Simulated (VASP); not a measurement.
# SnSe2 (P-3m1) in VASP: a series of runs

The runs below take SnSe2 through relaxation of cell and atoms, with PBE.

Program: VASP 6.6.1. These are calculated values, not measurements. Logs are shortened: lines on timing, memory, paths and dates and some standing lists are left out, and cuts for length are marked.

## Step 1: The cell of the first run

It takes space group P-3m1 (No. 164, trigonal). The conventional cell has a = 3.842 Å, b = 3.842 Å, c = 6.486 Å, α = 90.00°, β = 90.00°, γ = 120.00°. Within 3.6 Å of Sn (site symmetry -3m) lie 6 Se at 2.72 Å. Within 3.6 Å of Se (site symmetry 3m) lie 3 Sn at 2.72 Å.

## Step 2: Relaxation of cell and atoms, PBE

INCAR reads:

```
SYSTEM = SnSe2
PREC = Accurate
ENCUT = 500
EDIFF = 1E-7
ISMEAR = 0
SIGMA = 0.02
LREAL = .FALSE.
LASPH = .TRUE.
NELM = 120
ALGO = Normal
ISIF = 3
LWAVE = .FALSE.
LCHARG = .FALSE.
GGA = PE
IBRION = 2
NSW = 100
EDIFFG = -0.002
GGA_COMPAT = .FALSE.
NELMIN = 4
```

KPOINTS reads:

```
Automatic mesh
0
G
  9 9 4
  0 0 0
```

POSCAR reads:

```
SnSe2
1.0
    3.8418991400      0.0000000000      0.0000000000
   -1.9209495700      3.3271822500      0.0000000000
    0.0000000000      0.0000000000      6.4858801000
Sn Se
1 2
Direct
    0.0000000000      0.0000000000      0.0000000000
    0.6666666700      0.3333333300      0.7570988600
    0.3333333300      0.6666666700      0.2429011400
```

Potentials or basis: VASP PAW PBE potentials, release 64 (Sn_d, Se).

Command:

```bash
cat potpaw_PBE.64/Sn_d/POTCAR potpaw_PBE.64/Se/POTCAR > POTCAR
mpirun -np 1 vasp_std > vasp.out
```

OUTCAR:

```text
SYSTEM = SnSe2
   PREC = Accurate
   ENCUT = 500
   EDIFF = 1E-7
   ISMEAR = 0
   LREAL = .FALSE.
   LASPH = .TRUE.
   NELM = 120
   ISIF = 3
   GGA = PE
   IBRION = 2
   NSW = 100
   EDIFFG = -0.002
   NELMIN = 4

 ion  position               nearest neighbor table
   1  0.000  0.000  0.000-   2 2.72   3 2.72   3 2.72   2 2.72   2 2.72   3 2.72
   2  0.667  0.333  0.757-   1 2.72   1 2.72   1 2.72
   3  0.333  0.667  0.243-   1 2.72   1 2.72   1 2.72

  LATTYP: Found a hexagonal cell.
 ALAT       =     3.8418991400
 C/A-ratio  =     1.6881963486

  Lattice vectors:

 A1 = (   3.8418991400,   0.0000000000,   0.0000000000)
 A2 = (  -1.9209495700,   3.3271822500,   0.0000000000)
 A3 = (   0.0000000000,   0.0000000000,   6.4858801000)

Analysis of symmetry for initial positions (statically):
=====================================================================
 Subroutine PRICEL returns:
 Original cell was already a primitive cell.

 Routine SETGRP: Setting up the symmetry group for a
 hexagonal supercell.

 Subroutine GETGRP returns: Found 12 space group operations
 (whereof 12 operations were pure point group operations)
 out of a pool of 24 trial point group operations.

The static configuration has the point symmetry D_3d.

Analysis of symmetry for dynamics (positions and initial velocities):
=====================================================================
 Subroutine PRICEL returns:
 Original cell was already a primitive cell.

 Routine SETGRP: Setting up the symmetry group for a
 hexagonal supercell.

 Subroutine GETGRP returns: Found 12 space group operations
 (whereof 12 operations were pure point group operations)
 out of a pool of 24 trial point group operations.

The dynamic configuration has the point symmetry D_3d.

 Subroutine INISYM returns: Found 12 space group operations
 (whereof 12 operations are pure point group operations),
 and found     1 'primitive' translations

----------------------------------------------------------------------------------------

                                     Primitive cell

  volume of cell :      82.9071

  direct lattice vectors                    reciprocal lattice vectors
     3.841899140  0.000000000  0.000000000     0.260287937  0.150277310  0.000000000
    -1.920949570  3.327182250  0.000000000     0.000000000  0.300554621  0.000000000
     0.000000000  0.000000000  6.485880100     0.000000000  0.000000000  0.154181080

  length of vectors
     3.841899140  3.841899137  6.485880100     0.300554621  0.300554621  0.154181080

  position of ions in fractional coordinates (direct lattice)
     0.000000000  0.000000000  0.000000000
     0.666666670  0.333333330  0.757098860
     0.333333330  0.666666670  0.242901140

  ion indices of the primitive-cell ions
   primitive index   ion index
                 1           1
                 2           2
                 3           3

----------------------------------------------------------------------------------------

 KPOINTS: Automatic mesh

Automatic generation of k-mesh.
 Grid dimensions read from file:
 generate k-points for:    9    9    4

 Generating k-lattice:

  Cartesian coordinates                     Fractional coordinates (reciprocal lattice)
     0.028920882  0.016697479  0.000000000     0.111111111  0.000000000  0.000000000
     0.000000000  0.033394958  0.000000000     0.000000000  0.111111111  0.000000000
     0.000000000  0.000000000  0.038545270     0.000000000  0.000000000  0.250000000

  Length of vectors
     0.033394958  0.033394958  0.038545270

  Shift w.r.t. Gamma in fractional coordinates (k-lattice)
     0.000000000  0.000000000  0.000000000

 Subroutine IBZKPT returns following result:
 ===========================================

 Found     43 irreducible k-points:

 Following reciprocal coordinates:
            Coordinates               Weight
  0.000000  0.000000  0.000000      1.000000
  0.111111  0.000000  0.000000      6.000000
  0.222222 -0.000000  0.000000      6.000000
  0.333333  0.000000  0.000000      6.000000
  0.444444 -0.000000  0.000000      6.000000
  0.111111  0.111111  0.000000      6.000000
[... 16 lines left out ...]
  0.222222  0.111111  0.250000     12.000000
 -0.111111  0.333333  0.250000     12.000000
 [... further k-points ...]
   k-points           NKPTS =     43   k-points in BZ     NKDIM =     43   number of bands    NBANDS=     17
   number of dos      NEDOS =    301   number of ions     NIONS =      3
   total plane-waves  NPLWV =  37632
   dimension x,y,z NGX =    28 NGY =   28 NGZ =   48
   dimension x,y,z NGXF=    56 NGYF=   56 NGZF=   96
   ions per type =               1   2
   NGX,Y,Z   is equivalent  to a cutoff of  12.12, 12.12, 12.30 a.u.
   NGXF,Y,Z  is equivalent  to a cutoff of  24.23, 24.23, 24.61 a.u.
 SYSTEM =  SnSe2
   PREC   = accura    normal or accurate (medium, high low for compatibility)
   ISTART =      0    job   : 0-new  1-cont  2-samecut
   ICHARG =      2    charge: 1-file 2-atom 10-const
   ISPIN  =      1    spin polarized calculation?
   LNONCOLLINEAR =      F non collinear calculations
   LSORBIT =      F    spin-orbit coupling
   LASPH  =      T    aspherical Exc in radial PAW
   ENCUT  =  500.0 eV  36.75 Ry    6.06 a.u.   7.00  7.00 11.83*2*pi/ulx,y,z
   NELM   =    120;   NELMIN=  4; NELMDL= -5     # of ELM steps
   EDIFF  = 0.1E-06   stopping-criterion for ELM
   LREAL  =      F    real-space projection
   EDIFFG = -.2E-02   stopping-criterion for IOM
   NSW    =    100    number of steps for IOM
   IBRION =      2    ionic relax: 0-MD 1-quasi-New 2-CG
   NFREE  =      1    steps in history (QN), initial steepest desc. (CG)
   ISIF   =      3    stress and relaxation
   ISYM   =      2    0-nonsym 1-usesym 2-fastsym
   POTIM  = 0.5000    time-step for ionic-motion
   TEBEG  =    0.0;   TEEND  =   0.0 temperature during run
   PSTRESS=    0.0 pullay stress
   NELECT =      26.0000    total number of electrons
   NUPDOWN=      -1.0000    fix difference up-down
   EMIN   =  10.00;   EMAX   =-10.00  energy-range for DOS
   EFERMI =   0.00;   METHOD = LEGACY
   ISMEAR =     0;   SIGMA  =   0.02  broadening in eV -4-tet -1-fermi 0-gaus
   EFERMI_NEDOS =   21; number of points for ismear=-14 and -15
   IALGO  =     38    algorithm
   IMIX   =      4    mixing-type and parameters
     AMIX     =   0.40;   BMIX     =  1.00
     AMIX_MAG =   1.60;   BMIX_MAG =  1.00
  volume/ion in A,a.u.               =      27.64       186.49
  Fermi-wavevector in a.u.,A,eV,Ry     =   1.112249  2.101846 16.831746  1.237098
  Thomas-Fermi vector in A             =   2.248821
   LORBIT       =      0    0 simple, 1 ext, 2 COOP (PROOUT), +10 PAW based schemes
   GGA     = PE    functional components
   LHFCALC =     F    Hartree Fock is set to
   AEXX    =    0.0000 exact exchange contribution
   IVDW    =     0    specifies the selected vdW correction
   LEPSILON=     F    determine dielectric tensor
   LRPA    =     F    only Hartree local field effects (RPA)
 conjugate gradient relaxation of ions
 non-spin polarized calculation
 Gauss-broadening in eV      SIGMA  =   0.02
  energy-cutoff  :      500.00
  volume of cell :       82.91
 maximum number of plane-waves:      2120
   NGX = 13   NGY = 13   NGZ = 23

--------------------------------------- Ionic step        1  -------------------------------------------

 number of electron      26.0000014 magnetization

 Free energy of the ion-electron system (eV)
  ---------------------------------------------------
  ext. energy  EPLUGINS =         0.00000000
  ---------------------------------------------------
  free energy    TOTEN  =       -11.85226524 eV

  energy without entropy =      -11.85226524  energy(sigma->0) =      -11.85226524

------------------------ aborting loop because EDIFF is reached ----------------------------------------

  FORCE on cell =-STRESS in cart. coord.  units (eV):
  Direction    XX          YY          ZZ          XY          YZ          ZX
  --------------------------------------------------------------------------------------
  -------------------------------------------------------------------------------------
  Total        0.9560263      0.9560263      1.0916368      0.0000000      0.0000000     -0.0000000
  in kB       18.4751921     18.4751920     21.0958622      0.0000000      0.0000000     -0.0000000
  external PRESSURE =      19.3487488 kB  Pullay stress =       0.0000000 kB
[... 92 lines left out ...]
  FREE ENERGIE OF THE ION-ELECTRON SYSTEM (eV)
  ---------------------------------------------------
  free  energy   TOTEN  =       -11.8676687129 eV

  energy  without entropy=      -11.8676687129  energy(sigma->0) =      -11.86766871

[... ionic steps 4 to 14 ...]

--------------------------------------- Ionic step       15  -------------------------------------------

 number of electron      26.0000008 magnetization

------------------------ aborting loop because EDIFF is reached ----------------------------------------

  FORCE on cell =-STRESS in cart. coord.  units (eV):
  Direction    XX          YY          ZZ          XY          YZ          ZX
  --------------------------------------------------------------------------------------
  -------------------------------------------------------------------------------------
  Total        0.0195667      0.0195667     -0.0157156     -0.0000000     -0.0000000      0.0000000
  in kB        0.3455730      0.3455730     -0.2775580     -0.0000000     -0.0000000      0.0000000
  external PRESSURE =       0.1378626 kB  Pullay stress =       0.0000000 kB
[... 59 lines left out ...]
  energy  without entropy=      -11.8729923667  energy(sigma->0) =      -11.87299237

--------------------------------------- Ionic step       17  -------------------------------------------

 number of electron      26.0000008 magnetization

 Free energy of the ion-electron system (eV)
  ---------------------------------------------------
  ext. energy  EPLUGINS =         0.00000000
  ---------------------------------------------------
  free energy    TOTEN  =       -11.87300497 eV

  energy without entropy =      -11.87300497  energy(sigma->0) =      -11.87300497

 E-fermi :   2.7114     XC(G=0):  -8.5913

 val. band max:        2.5447325054   @ k =   0.1111   0.0000   0.2500
 cond. band min:       3.2977305280   @ k =   0.4444  -0.0000   0.5000
 fundamental gap:      0.7529980226
 Fermi energy:         2.7114276077

 k-point     1 :       0.0000    0.0000    0.0000
  band No.  band energies     occupation
      1     -18.5777      2.00000
      2     -18.5777      2.00000
      3     -18.5455      2.00000
      4     -18.5364      2.00000
      5     -18.5364      2.00000
      6     -10.8076      2.00000
[... 9 lines left out ...]
     16       7.1216      0.00000
     17       7.1216      0.00000
[... 443 lines left out ...]
      1     -18.5995      2.00000
      2     -18.5647      2.00000
      3     -18.5477      2.00000
      4     -18.5351      2.00000
      5     -18.5249      2.00000
      6     -10.0671      2.00000
[... 9 lines left out ...]
     16       7.5486      0.00000
     17       8.5558      0.00000

 [... further k-points ...]

------------------------ aborting loop because EDIFF is reached ----------------------------------------

  FORCE on cell =-STRESS in cart. coord.  units (eV):
  Direction    XX          YY          ZZ          XY          YZ          ZX
  --------------------------------------------------------------------------------------
  -------------------------------------------------------------------------------------
  Total       -0.0026739     -0.0026739      0.0039721     -0.0000000     -0.0000000      0.0000000
  in kB       -0.0471994     -0.0471994      0.0701166     -0.0000000     -0.0000000      0.0000000
  external PRESSURE =      -0.0080941 kB  Pullay stress =       0.0000000 kB
[... 18 lines left out ...]
  FREE ENERGIE OF THE ION-ELECTRON SYSTEM (eV)
  ---------------------------------------------------
  free  energy   TOTEN  =       -11.8730049733 eV

  energy  without entropy=      -11.8730049733  energy(sigma->0) =      -11.87300497

 reached required accuracy - stopping structural energy minimisation
```

Wall time 8.8 min (1 thread of Intel Xeon Platinum 8488C (Sapphire Rapids), shared host); peak memory 0.23 GiB.

Results:

```
Free energy                           : -11.8730 eV
Relaxed volume                        : 30.25 Å³/atom
Relaxed cell                          : a = 3.873 Å, b = 3.873 Å, c = 6.987 Å, α = 90.00°, β = 90.00°, γ = 120.00°
Space group after relaxing (to 0.1 Å) : P-3m1 (No. 164)
Energy gained by relaxing             : 6.9 meV/atom
Ionic steps                           : 17
Pressure after relaxing               : 0.0 GPa
Band gap on the k mesh                : 0.75 eV (least direct gap 1.11 eV)
```

Step by step:
| step | energy change (eV) | largest force (eV/Å) | pressure (GPa) | volume (Å³) |
| --- | --- | --- | --- | --- |
| 1 | 0.0000 | 0.2599 | 1.93 | 82.91 |
| 2 | -0.0072 | 0.2591 | -1.19 | 86.98 |
| 3 | -0.0154 | 0.0491 | 0.05 | 85.21 |
| 4 | -0.0156 | 0.0428 | 0.04 | 85.33 |
| 5 | -0.0162 | 0.0242 | 0.02 | 85.66 |
| 6 | -0.0166 | 0.0132 | -0.03 | 86.34 |
| 7 | -0.0167 | 0.0130 | -0.03 | 86.39 |
| 8 | -0.0171 | 0.0124 | -0.03 | 86.57 |
| 9 | -0.0178 | 0.0113 | -0.03 | 86.92 |
| 10 | -0.0190 | 0.0095 | -0.01 | 87.61 |
| 11 | -0.0204 | 0.0101 | 0.05 | 88.99 |
| 12 | -0.0200 | 0.0262 | 0.27 | 91.71 |
| 13 | -0.0206 | 0.0232 | 0.17 | 90.33 |
| 14 | -0.0199 | 0.0758 | -0.37 | 91.72 |
| 15 | -0.0207 | 0.0048 | 0.01 | 90.72 |
| 16 | -0.0207 | 0.0057 | 0.01 | 90.73 |
| 17 | -0.0207 | 0.0013 | 0.00 | 90.76 |

Final structure:
```
Sn Se
1.0
     3.87311    0.00000    0.00000
    -1.93655    3.35421    0.00000
     0.00000    0.00000    6.98656
Sn Se
1 2
Direct
  0.00000 0.00000 0.00000
  0.66667 0.33333 0.77166
  0.33333 0.66667 0.22834
```

Caveat: semilocal functionals underestimate gaps, and a narrow one can read as zero; spin-orbit coupling is left out, which moves the levels of the heavy elements; this functional lacks dispersion, which binds layers or chains, so the pressure and a relaxed spacing across them are unreliable. A k mesh can miss the band edges.

## Step 3: Relaxation of cell and atoms, PBE

This run uses another cell than the first one, of 30.23 Å³/atom.

INCAR reads:

```
PREC     = Accurate       # precision mode
ENCUT    = 500            # plane-wave cutoff, eV
EDIFF    = 1E-7           # SCF threshold, eV
ISMEAR   = 0              # smearing method
SIGMA    = 0.02           # smearing width, eV
LREAL    = F              # projectors in reciprocal space
LASPH    = T              # aspherical terms in the spheres
NELM     = 120            # most SCF steps
ALGO     = Normal         # electronic algorithm
ISIF     = 3              # what is computed and relaxed
LWAVE    = F              # write WAVECAR
LCHARG   = F              # write CHGCAR
GGA      = PE             # functional
IBRION   = 2              # ionic algorithm
NSW      = 100            # ionic steps
EDIFFG   = -0.002         # ionic threshold
GGA_COMPAT= F            
NELMIN   = 4
```

KPOINTS reads:

```
regular mesh
0
Gamma
  9 9 4
```

POSCAR reads:

```
SnSe2
1.0
    3.8718897029      0.0000000000      0.0000000000
   -1.9359448514      3.3531548433      0.0000000000
    0.0000000000      0.0000000000      6.9847678807
Sn Se
1 2
Direct
    0.0000000000      0.0000000000      0.0000000000
    0.6666666667      0.3333333333      0.7717296671
    0.3333333333      0.6666666667      0.2282703329
```

Potentials or basis: VASP PAW PBE potentials, release 64 (Sn_d, Se).

Command:

```bash
cat potpaw_PBE.64/Sn_d/POTCAR potpaw_PBE.64/Se/POTCAR > POTCAR
mpirun -np 1 vasp_std > vasp.out
```

It took 2.2 min on 1 thread of Intel Xeon Platinum 8488C (Sapphire Rapids), shared host; peak memory 0.23 GiB.

Results (log left out):

* Free energy: -11.8739 eV
* Relaxed volume: 30.26 Å³/atom
* Relaxed cell: a = 3.873 Å, b = 3.873 Å, c = 6.987 Å, α = 90.00°, β = 90.00°, γ = 120.00°
* Space group after relaxing (to 0.1 Å): P-3m1 (No. 164)
* Energy gained by relaxing: 0.0 meV/atom
* Ionic steps: 4
* Pressure after relaxing: 0.0 GPa
* Band gap on the k mesh: 0.75 eV (least direct gap 1.11 eV)

Final structure:
```cif
data_structure
_symmetry_space_group_name_H-M 'P 1'
_symmetry_Int_Tables_number 1
_cell_length_a 3.8730
_cell_length_b 3.8730
_cell_length_c 6.9875
_cell_angle_alpha 90.000
_cell_angle_beta 90.000
_cell_angle_gamma 120.000
_cell_volume 90.77
loop_
_atom_site_label
_atom_site_type_symbol
_atom_site_fract_x
_atom_site_fract_y
_atom_site_fract_z
_atom_site_occupancy
Sn1 Sn 0.00000 0.00000 0.00000 1
Se1 Se 0.66667 0.33333 0.77168 1
Se2 Se 0.33333 0.66667 0.22832 1
```

Levels at points of the mesh, in eV from the valence-band top:
```tsv
k point	band 10	band 11	band 12	band 13	band 14	band 15	band 16	band 17
(0.00, 0.00, 0.00)	-0.47	-0.47	-0.12	-0.12	1.08	3.08	4.58	4.58
(0.00, 0.00, 0.50)	-0.50	-0.50	-0.09	-0.09	1.97	3.00	4.50	4.50
```

Caveat: semilocal functionals underestimate gaps, and a narrow one can read as zero; spin-orbit coupling is left out, which moves the levels of the heavy elements; this functional lacks dispersion, which binds layers or chains, so the pressure and a relaxed spacing across them are unreliable. A k mesh can miss the band edges.
